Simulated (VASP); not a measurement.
# WS2 (P6_3/mmc) in VASP: further runs

The runs below take WS2 through single point, with r2SCAN.

All numbers are computed with VASP 6.6.1; they aren't measurements. Logs are shortened: lines on timing, memory, paths and dates and some standing lists are left out, and cuts for length are marked.

## (1) The cell of the first run

The structure is hexagonal, space group P6_3/mmc (No. 194). The conventional cell has a = 3.184 Å, b = 3.184 Å, c = 12.978 Å, α = 90.00°, β = 90.00°, γ = 120.00°. Within 3.2 Å of W (site symmetry -6m2) lie 6 S at 2.41 Å and 6 W at 3.18 Å. Within 3.2 Å of S (site symmetry 3m) lie 3 W at 2.41 Å and 7 S at 3.12 to 3.18 Å.

## (2) Single point, r2SCAN

POSCAR reads:

```
WS2
1.0
    3.1842228922      0.0000000000      0.0000000000
   -1.5921114461      2.7576179160      0.0000000000
    0.0000000000      0.0000000000     12.9782823600
W S
2 4
Direct
    0.3333333300      0.6666666700      0.2500000000
    0.6666666700      0.3333333300      0.7500000000
    0.3333333300      0.6666666700      0.6298049400
    0.6666666700      0.3333333300      0.1298049400
    0.3333333300      0.6666666700      0.8701950600
    0.6666666700      0.3333333300      0.3701950600
```

INCAR.step1 reads:

```
SYSTEM = WS2
PREC = Accurate
ENCUT = 520
ISMEAR = 0
SIGMA = 0.1
LREAL = .FALSE.
LASPH = .TRUE.
NELM = 80
NBANDS = 35
GGA = PE
ALGO = Normal
EDIFF = 1E-4
LWAVE = .TRUE.
LCHARG = .FALSE.
```

INCAR.step2 reads:

```
SYSTEM = WS2
PREC = Accurate
ENCUT = 520
EDIFF = 1E-6
ISMEAR = 0
SIGMA = 0.1
LREAL = .FALSE.
LASPH = .TRUE.
NELM = 80
ALGO = Normal
ISIF = 2
LWAVE = .FALSE.
LCHARG = .FALSE.
METAGGA = R2SCAN
LMIXTAU = .TRUE.
NBANDS = 35
ISTART = 1
```

KPOINTS reads:

```
regular mesh
0
G
  6 6 2
  0 0 0
```

Potentials or basis: VASP PAW PBE potentials, release 64 (W_sv, S).

On the command line:

```
cat potpaw_PBE.64/W_sv/POTCAR potpaw_PBE.64/S/POTCAR > POTCAR
cp INCAR.step1 INCAR
mpirun -np 1 vasp_std > vasp.out
cp INCAR.step2 INCAR
mpirun -np 1 vasp_std > vasp.out
```

OUTCAR:

```text
SYSTEM = WS2
   PREC = Accurate
   ENCUT = 520
   EDIFF = 1E-6
   ISMEAR = 0
   LREAL = .FALSE.
   LASPH = .TRUE.
   NELM = 80
   ISIF = 2
   METAGGA = R2SCAN
   ISTART = 1

 ion  position               nearest neighbor table
   1  0.333  0.667  0.250-   4 2.41   6 2.41   4 2.41   6 2.41   4 2.41   6 2.41
   2  0.667  0.333  0.750-   3 2.41   5 2.41   3 2.41   5 2.41   3 2.41   5 2.41
   3  0.333  0.667  0.630-   2 2.41   2 2.41   2 2.41
   4  0.667  0.333  0.130-   1 2.41   1 2.41   1 2.41
   5  0.333  0.667  0.870-   2 2.41   2 2.41   2 2.41
   6  0.667  0.333  0.370-   1 2.41   1 2.41   1 2.41

  LATTYP: Found a hexagonal cell.
 ALAT       =     3.1842228922
 C/A-ratio  =     4.0758083838

  Lattice vectors:

 A1 = (   3.1842228922,   0.0000000000,   0.0000000000)
 A2 = (  -1.5921114461,   2.7576179160,   0.0000000000)
 A3 = (   0.0000000000,   0.0000000000,  12.9782823600)

Analysis of symmetry for initial positions (statically):
=====================================================================
 Subroutine PRICEL returns:
 Original cell was already a primitive cell.

 Routine SETGRP: Setting up the symmetry group for a
 hexagonal supercell.

 Subroutine GETGRP returns: Found 24 space group operations
 (whereof 12 operations were pure point group operations)
 out of a pool of 24 trial point group operations.

The static configuration has the point symmetry D_3d.
 The point group associated with its full space group is D_6h.

Analysis of symmetry for dynamics (positions and initial velocities):
=====================================================================
 Subroutine PRICEL returns:
 Original cell was already a primitive cell.

 Routine SETGRP: Setting up the symmetry group for a
 hexagonal supercell.

 Subroutine GETGRP returns: Found 24 space group operations
 (whereof 12 operations were pure point group operations)
 out of a pool of 24 trial point group operations.

The dynamic configuration has the point symmetry D_3d.
 The point group associated with its full space group is D_6h.

 Subroutine INISYM returns: Found 24 space group operations
 (whereof 12 operations are pure point group operations),
 and found     1 'primitive' translations

----------------------------------------------------------------------------------------

                                     Primitive cell

  volume of cell :     113.9606

  direct lattice vectors                    reciprocal lattice vectors
     3.184222892  0.000000000  0.000000000     0.314048367  0.181315909  0.000000000
    -1.592111446  2.757617916  0.000000000     0.000000000  0.362631819  0.000000000
     0.000000000  0.000000000 12.978282360     0.000000000  0.000000000  0.077051799

  length of vectors
     3.184222892  3.184222892 12.978282360     0.362631819  0.362631819  0.077051799

  position of ions in fractional coordinates (direct lattice)
     0.333333330  0.666666670  0.250000000
     0.666666670  0.333333330  0.750000000
     0.333333330  0.666666670  0.629804940
     0.666666670  0.333333330  0.129804940
     0.333333330  0.666666670  0.870195060
     0.666666670  0.333333330  0.370195060

  ion indices of the primitive-cell ions
   primitive index   ion index
                 1           1
                 2           2
                 3           3
                 4           4
                 5           5
                 6           6

----------------------------------------------------------------------------------------

 KPOINTS: regular mesh

Automatic generation of k-mesh.
 Grid dimensions read from file:
 generate k-points for:    6    6    2

 Generating k-lattice:

  Cartesian coordinates                     Fractional coordinates (reciprocal lattice)
     0.052341395  0.030219318  0.000000000     0.166666667 -0.000000000  0.000000000
     0.000000000  0.060438636  0.000000000     0.000000000  0.166666667  0.000000000
     0.000000000  0.000000000  0.038525899     0.000000000  0.000000000  0.500000000

  Length of vectors
     0.060438636  0.060438636  0.038525899

  Shift w.r.t. Gamma in fractional coordinates (k-lattice)
     0.000000000  0.000000000  0.000000000

 Subroutine IBZKPT returns following result:
 ===========================================

 Found     14 irreducible k-points:

 Following reciprocal coordinates:
            Coordinates               Weight
  0.000000  0.000000  0.000000      1.000000
  0.166667  0.000000  0.000000      6.000000
  0.333333  0.000000  0.000000      6.000000
  0.500000  0.000000  0.000000      3.000000
  0.166667  0.166667  0.000000      6.000000
  0.333333  0.166667  0.000000     12.000000
  0.333333  0.333333  0.000000      2.000000
  0.000000  0.000000  0.500000      1.000000
  0.166667  0.000000  0.500000      6.000000
  0.333333  0.000000  0.500000      6.000000
  0.500000  0.000000  0.500000      3.000000
  0.166667  0.166667  0.500000      6.000000
  0.333333  0.166667  0.500000     12.000000
  0.333333  0.333333  0.500000      2.000000
   k-points           NKPTS =     14   k-points in BZ     NKDIM =     14   number of bands    NBANDS=     35
   number of dos      NEDOS =    301   number of ions     NIONS =      6
   total plane-waves  NPLWV =  56448
   dimension x,y,z NGX =    24 NGY =   24 NGZ =   98
   dimension x,y,z NGXF=    48 NGYF=   48 NGZF=  196
   ions per type =               2   4
   NGX,Y,Z   is equivalent  to a cutoff of  12.53, 12.53, 12.55 a.u.
   NGXF,Y,Z  is equivalent  to a cutoff of  25.06, 25.06, 25.11 a.u.
 SYSTEM =  WS2
   PREC   = accura    normal or accurate (medium, high low for compatibility)
   ISTART =      1    job   : 0-new  1-cont  2-samecut
   ICHARG =      0    charge: 1-file 2-atom 10-const
   ISPIN  =      1    spin polarized calculation?
   LNONCOLLINEAR =      F non collinear calculations
   LSORBIT =      F    spin-orbit coupling
   LASPH  =      T    aspherical Exc in radial PAW
   ENCUT  =  520.0 eV  38.22 Ry    6.18 a.u.   5.92  5.92 24.13*2*pi/ulx,y,z
   NELM   =     80;   NELMIN=  2; NELMDL=  0     # of ELM steps
   EDIFF  = 0.1E-05   stopping-criterion for ELM
   LREAL  =      F    real-space projection
   EDIFFG = 0.1E-04   stopping-criterion for IOM
   NSW    =      0    number of steps for IOM
   IBRION =     -1    ionic relax: 0-MD 1-quasi-New 2-CG
   NFREE  =      0    steps in history (QN), initial steepest desc. (CG)
   ISIF   =      2    stress and relaxation
   ISYM   =      2    0-nonsym 1-usesym 2-fastsym
   POTIM  = 0.5000    time-step for ionic-motion
   TEBEG  =    0.0;   TEEND  =   0.0 temperature during run
   PSTRESS=    0.0 pullay stress
   NELECT =      52.0000    total number of electrons
   NUPDOWN=      -1.0000    fix difference up-down
   EMIN   =  10.00;   EMAX   =-10.00  energy-range for DOS
   EFERMI =   0.00;   METHOD = LEGACY
   ISMEAR =     0;   SIGMA  =   0.10  broadening in eV -4-tet -1-fermi 0-gaus
   EFERMI_NEDOS =   21; number of points for ismear=-14 and -15
   IALGO  =     38    algorithm
   IMIX   =      4    mixing-type and parameters
     AMIX     =   0.40;   BMIX     =  1.00
     AMIX_MAG =   1.60;   BMIX_MAG =  1.00
  volume/ion in A,a.u.               =      18.99       128.17
  Fermi-wavevector in a.u.,A,eV,Ry     =   1.260350  2.381715 21.612597  1.588481
  Thomas-Fermi vector in A             =   2.393864
   LORBIT       =      0    0 simple, 1 ext, 2 COOP (PROOUT), +10 PAW based schemes
   METAGGA = R2SCAN    functional components
   LHFCALC =     F    Hartree Fock is set to
   AEXX    =    0.0000 exact exchange contribution
   IVDW    =     0    specifies the selected vdW correction
   LEPSILON=     F    determine dielectric tensor
   LRPA    =     F    only Hartree local field effects (RPA)
 non-spin polarized calculation
 Gauss-broadening in eV      SIGMA  =   0.10
  energy-cutoff  :      520.00
  volume of cell :      113.96
 maximum number of plane-waves:      3088
 NGX is ok and might be reduce to    24
   NGX = 11   NGY = 11   NGZ = 49

 number of electron      51.9999999 magnetization

 Free energy of the ion-electron system (eV)
  ---------------------------------------------------
  ext. energy  EPLUGINS =         0.00000000
  ---------------------------------------------------
  free energy    TOTEN  =      -140.16164332 eV

  energy without entropy =     -140.16164332  energy(sigma->0) =     -140.16164332

 E-fermi :   7.0589     XC(G=0): -11.1758

 val. band max:        6.3912587461   @ k =   0.0000   0.0000   0.0000
 cond. band min:       7.7382890095   @ k =   0.1667   0.1667   0.0000
 fundamental gap:      1.3470302634
 Fermi energy:         7.0589011621

 k-point     1 :       0.0000    0.0000    0.0000
  band No.  band energies     occupation
      1     -70.1223      2.00000
      2     -70.1222      2.00000
      3     -33.7103      2.00000
      4     -33.7103      2.00000
      5     -33.5551      2.00000
      6     -33.5551      2.00000
[... 27 lines left out ...]
     34       9.1137      0.00000
     35      11.5896      0.00000

 k-point     2 :       0.1667    0.0000    0.0000
  band No.  band energies     occupation
      1     -70.1175      2.00000
      2     -70.1175      2.00000
      3     -33.6937      2.00000
      4     -33.6936      2.00000
      5     -33.6453      2.00000
      6     -33.6453      2.00000
[... 27 lines left out ...]
     34       9.6777      0.00000
     35      13.1827      0.00000

 k-point     3 :       0.3333    0.0000    0.0000
  band No.  band energies     occupation
      1     -70.1081      2.00000
      2     -70.1080      2.00000
      3     -33.8216      2.00000
      4     -33.8216      2.00000
      5     -33.6602      2.00000
      6     -33.6602      2.00000
[... 27 lines left out ...]
     34      10.6627      0.00000
     35      12.7679      0.00000
[... 343 lines left out ...]
 k-point    13 :       0.3333    0.1667    0.5000
  band No.  band energies     occupation
      1     -70.1033      2.00000
      2     -70.1033      2.00000
      3     -33.8639      2.00000
      4     -33.8639      2.00000
      5     -33.6841      2.00000
      6     -33.6841      2.00000
[... 27 lines left out ...]
     34      11.0129      0.00000
     35      12.6381      0.00000

 k-point    14 :       0.3333    0.3333    0.5000
  band No.  band energies     occupation
      1     -70.1009      2.00000
      2     -70.1009      2.00000
      3     -33.8192      2.00000
      4     -33.8192      2.00000
      5     -33.7839      2.00000
      6     -33.7839      2.00000
[... 27 lines left out ...]
     34      11.6118      0.00000
     35      13.1985      0.00000

------------------------ aborting loop because EDIFF is reached ----------------------------------------

  FORCE on cell =-STRESS in cart. coord.  units (eV):
  Direction    XX          YY          ZZ          XY          YZ          ZX
  --------------------------------------------------------------------------------------
  -------------------------------------------------------------------------------------
  Total       -0.0745041     -0.0745041      0.0022576      0.0000000      0.0000000      0.0000000
  in kB       -1.0474566     -1.0474566      0.0317393      0.0000000      0.0000000      0.0000000
  external PRESSURE =      -0.6877246 kB  Pullay stress =       0.0000000 kB

 VOLUME and BASIS-vectors are now :
 -----------------------------------------------------------------------------
  energy-cutoff  :      520.00
  volume of cell :      113.96
      direct lattice vectors                 reciprocal lattice vectors
     3.184222892  0.000000000  0.000000000     0.314048367  0.181315909  0.000000000
    -1.592111446  2.757617916  0.000000000     0.000000000  0.362631819  0.000000000
     0.000000000  0.000000000 12.978282360     0.000000000  0.000000000  0.077051799

 POSITION                                       TOTAL-FORCE (eV/Angst)
 -----------------------------------------------------------------------------------
     -0.00000      1.83841      3.24457         0.000000     -0.000000      0.000000
      1.59211      0.91921      9.73371        -0.000000      0.000000      0.000000
     -0.00000      1.83841      8.17379         0.000000      0.000000      0.007113
      1.59211      0.91921      1.68465        -0.000000      0.000000      0.007113
     -0.00000      1.83841     11.29364         0.000000      0.000000     -0.007113
      1.59211      0.91921      4.80450         0.000000      0.000000     -0.007113
 -----------------------------------------------------------------------------------
    total drift:                               -0.000010      0.000006     -0.000000

  FREE ENERGIE OF THE ION-ELECTRON SYSTEM (eV)
  ---------------------------------------------------
  free  energy   TOTEN  =      -140.1616433228 eV

  energy  without entropy=     -140.1616433228  energy(sigma->0) =     -140.16164332
```

Run time: 1.8 min. Hardware: 1 thread of Intel Xeon Platinum 8488C (Sapphire Rapids), shared host; peak memory 0.25 GiB.

Results:

```yaml
Free_energy: -140.1616 eV
Pressure: -0.1 GPa
Largest_force: 0.007 eV/Å
Band_gap_on_the_k_mesh: 1.35 eV, indirect (least direct gap 1.87 eV)
```

Forces in eV/Å, atoms in the order of the input:
```
W    0.000  0.000  0.000
W    0.000  0.000  0.000
S    0.000  0.000  0.007
S    0.000  0.000  0.007
S    0.000  0.000 -0.007
S    0.000  0.000 -0.007
```

Stress tensor (GPa, compression positive):
```
-0.10  0.00  0.00
 0.00 -0.10  0.00
 0.00  0.00  0.00
```

Caveat: the PAW data sets were made with another functional, which shifts forces and pressure a little; spin-orbit coupling is left out, which moves the levels of the heavy elements. r2SCAN opens gaps a little over a GGA but as a rule still falls short of measured ones.

## (3) Single point, r2SCAN

This run uses another cell than the first one, of 20.94 Å³/atom, 1.103 times its volume.

POSCAR reads:

```
WS2
1.0
    3.3725160502      0.0000000000      0.0000000000
   -1.6862580251      2.9206845741      0.0000000000
    0.0000000000      0.0000000000     12.7562410991
W S
2 4
Direct
    0.3333333333      0.6666666667      0.2500000000
    0.6666666667      0.3333333333      0.7500000000
    0.3333333333      0.6666666667      0.6323250738
    0.6666666667      0.3333333333      0.1323250738
    0.3333333333      0.6666666667      0.8676749262
    0.6666666667      0.3333333333      0.3676749262
```

INCAR.step1 reads:

```
SYSTEM = WS2
  PREC = Accurate
  ENCUT = 520
  ISMEAR = 0
  SIGMA = 0.02
  LREAL = .FALSE.
  LASPH = .TRUE.
  NELM = 100
  NBANDS = 35
  GGA = PE
  ALGO = Normal
  EDIFF = 1E-4
  LWAVE = .TRUE.
  LCHARG = .FALSE.
```

INCAR.step2 reads:

```
SYSTEM = WS2
  PREC = Accurate
  ENCUT = 520
  EDIFF = 1E-7
  ISMEAR = 0
  SIGMA = 0.02
  LREAL = .FALSE.
  LASPH = .TRUE.
  NELM = 100
  ALGO = Normal
  ISIF = 2
  LWAVE = .FALSE.
  LCHARG = .FALSE.
  METAGGA = R2SCAN
  LMIXTAU = .TRUE.
  NBANDS = 35
  ISTART = 1
```

KPOINTS reads:

```
regular mesh
0
G
  12 12 2
  0 0 0
```

Potentials or basis: VASP PAW PBE potentials, release 64 (W_sv, S).

On the command line:

```
cat potpaw_PBE.64/W_sv/POTCAR potpaw_PBE.64/S/POTCAR > POTCAR
cp INCAR.step1 INCAR
mpirun -np 1 vasp_std > vasp.out
cp INCAR.step2 INCAR
mpirun -np 1 vasp_std > vasp.out
```

It took 29 min on 1 thread of AMD EPYC 7R13, shared host; peak memory 0.34 GiB.

It converged, with:

* Free energy: -139.5083 eV
* Pressure: -9.5 GPa
* Largest force: 0.011 eV/Å
* Band gap on the k mesh: 0.22 eV, indirect (least direct gap 1.26 eV)

Forces in eV/Å, atoms in the order of the input:
```
W    0.000  0.000  0.000
W    0.000  0.000  0.000
S    0.000  0.000 -0.011
S    0.000  0.000 -0.011
S    0.000  0.000  0.011
S    0.000  0.000  0.011
```

Stress tensor (GPa, compression positive):
```
-14.22   0.00   0.00
  0.00 -14.22   0.00
  0.00   0.00   0.03
```

Levels at points of the mesh, in eV from the valence-band top:
| k point | band 24 | band 25 | band 26 | band 27 | band 28 | band 29 |
| --- | --- | --- | --- | --- | --- | --- |
| (0.00, 0.00, 0.00) | -1.59 | -0.63 | 0.00 | 1.73 | 1.73 | 1.73 |
| (0.50, 0.00, 0.00) | -2.60 | -1.78 | -1.62 | 1.31 | 1.35 | 1.64 |
| (0.00, 0.00, 0.50) | -2.48 | -0.19 | -0.19 | 1.73 | 1.73 | 1.73 |
| (0.50, 0.00, 0.50) | -2.66 | -1.69 | -1.69 | 1.33 | 1.33 | 1.66 |

Caveat: the PAW data sets were made with another functional, which shifts forces and pressure a little; spin-orbit coupling is left out, which moves the levels of the heavy elements.
